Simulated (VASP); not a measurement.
# Ca4Au (Immm) in VASP: further runs

Ca4Au is run at these levels: PBE; tasks: single point.

Everything below comes from runs of VASP 6.6.1. Logs are shortened: lines on timing, memory, paths and dates and some standing lists are left out, and cuts for length are marked.

### Step 1. The cell of the first run

It takes space group Immm (No. 71, orthorhombic). The conventional cell has a = 4.017 Å, b = 6.642 Å, c = 7.674 Å, α = 90.00°, β = 90.00°, γ = 90.00°. Ca (site symmetry m) has 4 Ca at 2.39 to 2.59 Å and 3 Au at 2.94 to 3.10 Å within 3.2 Å. Au (site symmetry mmm) has 12 Ca at 2.94 to 3.10 Å and 2 Au at 4.02 Å within 4.1 Å.

The cell was built from a structure type or drawn by symmetry, and may not be a known phase.

### Step 2. Single point, PBE

File INCAR:

```
SYSTEM = Ca4Au
PREC     = Accurate       ! precision mode
ENCUT    = 520            ! plane-wave cutoff, eV
EDIFF    = 1E-6           ! SCF threshold, eV
ISMEAR   = 0              ! smearing method
SIGMA    = 0.1            ! smearing width, eV
LREAL    = .FALSE.        ! projectors in reciprocal space
LASPH    = .TRUE.         ! aspherical terms in the spheres
NELM     = 80             ! most SCF steps
ALGO     = Fast           ! electronic algorithm
ISIF     = 2              ! what is computed and relaxed
LWAVE    = .FALSE.        ! write WAVECAR
LCHARG   = .TRUE.         ! write CHGCAR
GGA      = PE             ! functional
LELF     = .TRUE.         ! ELF
LVHAR    = .TRUE.       
NBANDS   = 34             ! bands
```

File KPOINTS:

```
regular mesh
0
G
  6 6 6
  0 0 0
```

File POSCAR:

```
Ca4Au
1.0
   -2.0086137700      3.3211336900      3.8369089700
    2.0086137700     -3.3211336900      3.8369089700
    2.0086137700      3.3211336900     -3.8369089700
Ca Au
4 1
Direct
    0.1508000000      0.3441000100      0.8067000000
    0.8492000000      0.6558999900      0.1933000000
    0.4625999900      0.6558999900      0.8067000000
    0.5374000100      0.3441000100      0.1933000000
    0.0000000000      0.0000000000      0.0000000000
```

Potentials or basis: VASP PAW PBE potentials, release 64 (Ca_sv, Au).

Launch:

```console
$ cat potpaw_PBE.64/Ca_sv/POTCAR potpaw_PBE.64/Au/POTCAR > POTCAR
$ mpirun -np 1 vasp_std > vasp.out
```

OUTCAR:

```text
SYSTEM = Ca4Au
   PREC = Accurate
   ENCUT = 520
   EDIFF = 1E-6
   ISMEAR = 0
   LREAL = .FALSE.
   LASPH = .TRUE.
   NELM = 80
   ISIF = 2
   GGA = PE

 ion  position               nearest neighbor table
   1  0.151  0.344  0.807-   3 2.39   4 2.57   2 2.59   2 2.59   5 2.94   5 3.10   5 3.10
   2  0.849  0.656  0.193-   4 2.39   3 2.57   1 2.59   1 2.59   5 2.94   5 3.10   5 3.10
   3  0.463  0.656  0.807-   1 2.39   2 2.57   4 2.59   4 2.59   5 2.94   5 3.10   5 3.10
   4  0.537  0.344  0.193-   2 2.39   1 2.57   3 2.59   3 2.59   5 2.94   5 3.10   5 3.10
   5  0.000  0.000  0.000-   1 2.94   2 2.94   4 2.94   3 2.94   1 3.10   2 3.10   4 3.10   3 3.10
                             4 3.10   3 3.10   2 3.10   1 3.10

  LATTYP: Found a body centered orthorhombic cell.
 ALAT       =     4.0172275400
 B/A-ratio  =     1.6534456448
 C/A-ratio  =     1.9102273555

  Lattice vectors:

 A1 = (  -2.0086137700,   3.3211336900,   3.8369089700)
 A2 = (   2.0086137700,  -3.3211336900,   3.8369089700)
 A3 = (   2.0086137700,   3.3211336900,  -3.8369089700)

Analysis of symmetry for initial positions (statically):
=====================================================================
 Subroutine PRICEL returns:
 Original cell was already a primitive cell.

 Routine SETGRP: Setting up the symmetry group for a
 body centered orthorhombic supercell.

 Subroutine GETGRP returns: Found  8 space group operations
 (whereof  8 operations were pure point group operations)
 out of a pool of  8 trial point group operations.

The static configuration has the point symmetry D_2h.

Analysis of symmetry for dynamics (positions and initial velocities):
=====================================================================
 Subroutine PRICEL returns:
 Original cell was already a primitive cell.

 Routine SETGRP: Setting up the symmetry group for a
 body centered orthorhombic supercell.

 Subroutine GETGRP returns: Found  8 space group operations
 (whereof  8 operations were pure point group operations)
 out of a pool of  8 trial point group operations.

The dynamic configuration has the point symmetry D_2h.

 Subroutine INISYM returns: Found  8 space group operations
 (whereof  8 operations are pure point group operations),
 and found     1 'primitive' translations

[... 101 lines left out ...]
   LREAL  =      F    real-space projection
   EDIFFG = 0.1E-04   stopping-criterion for IOM
   NSW    =      0    number of steps for IOM
   IBRION =     -1    ionic relax: 0-MD 1-quasi-New 2-CG
   NFREE  =      0    steps in history (QN), initial steepest desc. (CG)
   ISIF   =      2    stress and relaxation
   ISYM   =      2    0-nonsym 1-usesym 2-fastsym
   POTIM  = 0.5000    time-step for ionic-motion
   TEBEG  =    0.0;   TEEND  =   0.0 temperature during run
   PSTRESS=    0.0 pullay stress
   NELECT =      51.0000    total number of electrons
   NUPDOWN=      -1.0000    fix difference up-down
   EMIN   =  10.00;   EMAX   =-10.00  energy-range for DOS
   EFERMI =   0.00;   METHOD = LEGACY
   ISMEAR =     0;   SIGMA  =   0.10  broadening in eV -4-tet -1-fermi 0-gaus
   EFERMI_NEDOS =   21; number of points for ismear=-14 and -15
   IALGO  =     68    algorithm
   IMIX   =      4    mixing-type and parameters
     AMIX     =   0.40;   BMIX     =  1.00
     AMIX_MAG =   1.60;   BMIX_MAG =  1.00
  volume/ion in A,a.u.               =      20.48       138.18
  Fermi-wavevector in a.u.,A,eV,Ry     =   1.297747  2.452387 22.914225  1.684148
  Thomas-Fermi vector in A             =   2.429120
   LORBIT       =      0    0 simple, 1 ext, 2 COOP (PROOUT), +10 PAW based schemes
   GGA     = PE    functional components
   LHFCALC =     F    Hartree Fock is set to
   AEXX    =    0.0000 exact exchange contribution
   IVDW    =     0    specifies the selected vdW correction
   LEPSILON=     F    determine dielectric tensor
   LRPA    =     F    only Hartree local field effects (RPA)
 non-spin polarized calculation
 RMM-DIIS sequential band-by-band and
 Gauss-broadening in eV      SIGMA  =   0.10
  energy-cutoff  :      520.00
  volume of cell :      102.38
 maximum number of plane-waves:      2786
 NGX is ok and might be reduce to    42
   NGX = 21   NGY = 21   NGZ = 21

 number of electron      51.0000003 magnetization

 Free energy of the ion-electron system (eV)
  ---------------------------------------------------
  ext. energy  EPLUGINS =         0.00000000
  ---------------------------------------------------
  free energy    TOTEN  =        -4.46887055 eV

  energy without entropy =       -4.44486979  energy(sigma->0) =       -4.45687017

 E-fermi :   5.8242     XC(G=0): -10.5209

 val. band max:        5.8239220709   @ k =   0.5000   0.5000   0.0000
 cond. band min:       5.8488513055   @ k =  -0.1667  -0.1667   0.1667
 fundamental gap:      0.0249292346
 Fermi energy:         5.8241949725

 k-point     1 :       0.0000    0.0000    0.0000
  band No.  band energies     occupation
      1     -35.8117      2.00000
      2     -35.1353      2.00000
      3     -35.1190      2.00000
      4     -34.9063      2.00000
      5     -17.9409      2.00000
      6     -17.1200      2.00000
[... 877 lines left out ...]
     33       8.5604      0.00000
     34       8.8383      0.00000

 [... further k-points ...]

------------------------ aborting loop because EDIFF is reached ----------------------------------------

  FORCE on cell =-STRESS in cart. coord.  units (eV):
  Direction    XX          YY          ZZ          XY          YZ          ZX
  --------------------------------------------------------------------------------------
  -------------------------------------------------------------------------------------
  Total        8.2639606     10.5492557     21.6847906      0.0000000      0.0000000      0.0000000
  in kB      129.3226335    165.0851932    339.3450620      0.0000000      0.0000000      0.0000000
  external PRESSURE =     211.2509629 kB  Pullay stress =       0.0000000 kB

 VOLUME and BASIS-vectors are now :
 -----------------------------------------------------------------------------
  energy-cutoff  :      520.00
  volume of cell :      102.38
      direct lattice vectors                 reciprocal lattice vectors
    -2.008613770  3.321133690  3.836908970     0.000000000  0.150551001  0.130313230
     2.008613770 -3.321133690  3.836908970     0.248927896  0.000000000  0.130313230
     2.008613770  3.321133690 -3.836908970     0.248927896  0.150551001  0.000000000

 POSITION                                       TOTAL-FORCE (eV/Angst)
 -----------------------------------------------------------------------------------
      2.00861      2.03718     -1.19635         0.000000     -0.952318     -0.485201
     -0.00000      1.28395      5.03326        -0.000000      0.952318      0.485201
      2.00861      2.03718      1.19635         0.000000     -0.952318      0.485201
      0.00000      1.28395      2.64056        -0.000000      0.952318     -0.485201
      0.00000      0.00000      0.00000         0.000000     -0.000000     -0.000000
 -----------------------------------------------------------------------------------
    total drift:                                0.000000      0.000000     -0.000000

  FREE ENERGIE OF THE ION-ELECTRON SYSTEM (eV)
  ---------------------------------------------------
  free  energy   TOTEN  =        -4.4688705488 eV

  energy  without entropy=       -4.4448697921  energy(sigma->0) =       -4.45687017
```

OSZICAR:

```text
N       E                     dE             d eps       ncg     rms          rms(c)
DAV:   1     0.541433970495E+03    0.54143E+03   -0.25747E+04  3168   0.150E+03
DAV:   2     0.262784809146E+02   -0.51516E+03   -0.50468E+03  3188   0.451E+02
DAV:   3    -0.538374076300E+01   -0.31662E+02   -0.30868E+02  5212   0.890E+01
[... 20 lines left out ...]
RMM:  24    -0.446886542732E+01   -0.22231E-05   -0.23927E-05  3105   0.787E-03    0.228E-03
RMM:  25    -0.446886720971E+01   -0.17824E-05   -0.19031E-05  3031   0.700E-03    0.246E-03
RMM:  26    -0.446886854366E+01   -0.13339E-05   -0.14560E-05  2819   0.619E-03    0.273E-03
RMM:  27    -0.446886967505E+01   -0.11314E-05   -0.11628E-05  2688   0.559E-03    0.248E-03
RMM:  28    -0.446887054880E+01   -0.87375E-06   -0.93666E-06  2602   0.521E-03
   1 F= -.44688705E+01 E0= -.44568702E+01  d E =-.240008E-01
```

Run time: 16 min. Hardware: 1 thread of Intel Xeon 8259CL, shared host; peak memory 0.34 GiB.

What came out:

- Free energy: -4.4689 eV
- Pressure: 21.1 GPa
- Largest force: 1.069 eV/Å
- Band gap on the k mesh: zero (an odd number of electrons rules out a gap without spin polarisation)

Forces in eV/Å, atoms in the order of the input:
```
Ca   0.000 -0.952 -0.485
Ca   0.000  0.952  0.485
Ca   0.000 -0.952  0.485
Ca   0.000  0.952 -0.485
Au   0.000  0.000  0.000
```

Caveat: the cell stands under pressure; spin-orbit coupling is left out, which moves the levels of the heavy elements; forces of over 1 eV/Å act on the atoms, so gaps and moduli don't describe the material at rest.

### Step 3. Single point, PBE

This run uses another cell than the first one, of 36.53 Å³/atom.

File INCAR:

```
SYSTEM = Ca4Au
PREC     = Accurate       ! precision mode
ENCUT    = 520            ! plane-wave cutoff, eV
EDIFF    = 1E-6           ! SCF threshold, eV
ISMEAR   = 0              ! smearing method
SIGMA    = 0.1            ! smearing width, eV
LREAL    = .False.        ! projectors in reciprocal space
LASPH    = .True.         ! aspherical terms in the spheres
NELM     = 100            ! most SCF steps
ALGO     = Fast           ! electronic algorithm
ISIF     = 2              ! what is computed and relaxed
LWAVE    = .False.        ! write WAVECAR
LCHARG   = .False.        ! write CHGCAR
GGA      = PE             ! functional
NBANDS   = 34             ! bands
```

File KPOINTS:

```
Automatic mesh
0
Gamma
  6 6 6
  0 0 0
```

File POSCAR:

```
Ca4Au
1.0
   -1.8248849806      3.5968116212      6.9562187262
    1.8248849806     -3.5968116212      6.9562187262
    1.8248849806      3.5968116212     -6.9562187262
Ca Au
4 1
Direct
    0.1151145857      0.3707337203      0.7443808654
    0.8848854143      0.6292662797      0.2556191346
    0.3736471451      0.6292662797      0.7443808654
    0.6263528549      0.3707337203      0.2556191346
    0.0000000000      0.0000000000      0.0000000000
```

Potentials or basis: VASP PAW PBE potentials, release 64 (Ca_sv, Au).

Launch:

```console
$ cat potpaw_PBE.64/Ca_sv/POTCAR potpaw_PBE.64/Au/POTCAR > POTCAR
$ mpirun -np 1 vasp_std > vasp.out
```

It took 28 min on 1 thread of Intel Xeon 8259CL, shared host; peak memory 0.65 GiB.

Results (log left out):

| Property | Result |
| --- | --- |
| Free energy | -12.0061 eV |
| Pressure | 0.0 GPa |
| Largest force | 0.007 eV/Å |
| Band gap on the k mesh | zero (an odd number of electrons rules out a gap without spin polarisation) |

Forces in eV/Å, atoms in the order of the input:
```
Ca   0.000  0.006  0.003
Ca   0.000 -0.006 -0.003
Ca   0.000  0.006 -0.003
Ca   0.000 -0.006  0.003
Au   0.000  0.000  0.000
```

Stress tensor (GPa, compression positive):
```
 0.21  0.00  0.00
 0.00 -0.07  0.00
 0.00  0.00 -0.05
```

Levels at points of the mesh, in eV from the Fermi level:
```csv
k point,band 24,band 25,band 26,band 27,band 28,band 29
"(0.00, 0.00, 0.00)",-1.56,-1.01,-0.43,-0.19,-0.18,1.28
"(0.50, 0.00, 0.00)",-1.70,-1.66,0.31,0.66,0.69,1.29
"(0.00, 0.50, 0.00)",-0.37,-0.16,0.02,0.16,0.35,0.90
"(0.50, 0.50, 0.00)",-0.42,-0.33,-0.08,0.03,0.16,0.94
"(0.50, 0.50, 0.50)",-1.70,-1.14,-0.21,0.80,1.03,1.20
```

Caveat: spin-orbit coupling is left out, which moves the levels of the heavy elements.
